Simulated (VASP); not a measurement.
Si2Mo:

```xyz
3
Lattice="-1.6000 1.6000 3.9305 1.6000 -1.6000 3.9305 1.6000 1.6000 -3.9305" Properties=species:S:1:pos:R:3 pbc="T T T"
Mo    0.0000    0.0000    0.0000
Si    0.0000    0.0000    5.2433
Si    0.0000    0.0000    2.6177
```

- Program: VASP 6.6.1
- Task: relaxation of cell and atoms
- Functional: RPBE
- Dispersion: D4
- Potentials or basis: VASP PAW PBE potentials, release 64 (Mo_sv, Si)
- Cutoff: 600 eV
- k mesh: 12 × 12 × 12
- Occupations: fermi-dirac, width 0.05 eV
- Spin: no spin polarisation

At the start: pressure -7.6 GPa; volume 13.42 Å³/atom.

Task: Where does the relaxation end?

Result: Over 7 steps the energy falls by 12.1 meV/atom and the volume is 12.96 Å³/atom (-3.4 %); space group I4/mmm (No. 139, to 0.05 Å).

Step by step:
```tsv
step	energy change (eV)	largest force (eV/Å)	pressure (GPa)	volume (Å³)
1	0.0000	0.2522	-7.62	40.25
2	0.0699	0.1866	15.82	36.64
3	-0.0358	0.1129	-0.04	38.87
4	-0.0358	0.1096	0.09	38.84
5	-0.0364	0.0103	0.05	38.86
6	-0.0364	0.0081	0.06	38.86
7	-0.0364	0.0011	-0.05	38.88
```

Final structure:
```yaml
crystal:
  lattice:
    - [-1.58229, 1.58229, 3.88263]
    - [1.58229, -1.58229, 3.88263]
    - [1.58229, 1.58229, -3.88263]
  atoms:
    - { symbol: Mo, position: [0.00000, 0.00000, 0.00000] }
    - { symbol: Si, position: [0.66576, 0.66576, 0.00000] }
    - { symbol: Si, position: [0.33424, 0.33424, 0.00000] }
```

Caveat: the PAW data sets were made with another functional, which shifts forces and pressure a little; pairwise dispersion overbinds metals, which lowers pressure and volume.
